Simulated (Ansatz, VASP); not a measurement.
**One calculation of Sn, two programs**

Contents of INCAR:

```
  PREC = Accurate
  ENCUT = 500
  EDIFF = 1E-6
  ISMEAR = -5
  SIGMA = 0.1
  LREAL = F
  LASPH = T
  NELM = 120
  ALGO = Normal
  ISIF = 2
  LWAVE = F
  LCHARG = F
  GGA = LIBXC
  LIBXC1 = GGA_X_B88
  LIBXC2 = GGA_C_PBE
  NBANDS = 21
  GGA_COMPAT = F
```

Contents of KPOINTS:

```
Automatic mesh
0
Gamma
  9 9 9
```

Contents of POSCAR:

```
Sn
1.0
   -2.9401404553      2.9401404553      1.5993019889
    2.9401404553     -2.9401404553      1.5993019889
    2.9401404553      2.9401404553     -1.5993019889
Sn
2
Direct
    0.0000000000      0.0000000000      0.0000000000
    0.7500000000      0.2500000000      0.5000000000
```

The input input.yaml:

```yaml
crystal:
  lattice:
    - [-2.9401404553, 2.9401404553, 1.5993019889]
    - [2.9401404553, -2.9401404553, 1.5993019889]
    - [2.9401404553, 2.9401404553, -1.5993019889]
  atoms:
    - { symbol: Sn, position: [0.0, 0.0, 0.0] }
    - { symbol: Sn, position: [0.75, 0.25, 0.5] }
hamiltonian:
  xc: { exchange: b88, correlation: pbe }
  pseudopotentials: { kind: nc, accuracy: standard }
kpoints:
  mp_grid: { grid: [9, 9, 9] }
scf:
  occupations: { method: tetrahedron }
  n_extra_bands: 6
  mixing: { preconditioner: kerker }
output:
  forces: true
  stress: true
  dos: { projected: false, de: 0.05, nscf_kmesh: { grid: [14, 14, 14] } }
```

Alike in both runs: functional b88 exchange, pbe correlation; k mesh 9 × 9 × 9; occupations tetrahedron; no spin polarisation.

|  | VASP | Ansatz |
| --- | --- | --- |
| version | VASP 6.6.1 | Ansatz 0.2.0 |
| potentials or method | VASP PAW PBE potentials, release 64 (Sn_d) | PseudoDojo standard (PBE files) |
| plane-wave cutoff (eV) | 500 | 980 |
| valence electrons in the cell | 28 | 28 |
| task | single point | density of states |

|  | VASP | Ansatz | Ansatz less VASP |
| --- | --- | --- | --- |
| gap on the k mesh at the Fermi level (eV) | none | none | - |
| pressure (GPa) | 1.2 | 1.2 | +0.05 |
| traceless stress, the component that is largest in VASP (GPa) | -0.33 | -0.32 | +0.012 |

VASP's potentials were made for PBE, not for b88 exchange, pbe correlation. A gap of «none» marks a metal or a gap that the smearing closes. With one functional, cell and mesh, what is left measures potentials, basis and numerics.

Noted on Ansatz's run: the potentials were made for another functional, which shifts forces and pressure.
